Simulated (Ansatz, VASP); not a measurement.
# Ir in VASP and in Ansatz

```
CELL_PARAMETERS angstrom
2.75138 0.00000 0.00000
-1.37569 2.38276 0.00000
0.00000 0.00000 4.46229
ATOMIC_POSITIONS crystal
Ir 0.66667 0.33333 0.75000
Ir 0.33333 0.66667 0.25000
```

Alike in both runs: task single point; functional PBEsol; k mesh 6 × 6 × 4; occupations gaussian, width 0.1 eV; no spin polarisation.

```csv
,VASP,Ansatz
version,VASP 6.6.1,Ansatz 0.2.0
potentials or method,"VASP PAW PBE potentials, release 64 (Ir), cutoff 500 eV","scalar-relativistic, plane waves, PAW"
valence electrons in the cell,18,34
```

|  | VASP | Ansatz | Ansatz less VASP |
| --- | --- | --- | --- |
| pressure (GPa) | -11.9 | -12.6 | -0.73 |
| traceless stress, the component that is largest in VASP (GPa) | -4.19 | -4.24 | -0.047 |

VASP's potentials were made for PBE, not for PBEsol. VASP's potentials hold 18 valence electrons a cell and Ansatz's 34, so a difference there can come from the potentials and not from the codes.

The k mesh is coarse, so the values compare programs but aren't converged. Spin-orbit coupling is off throughout.
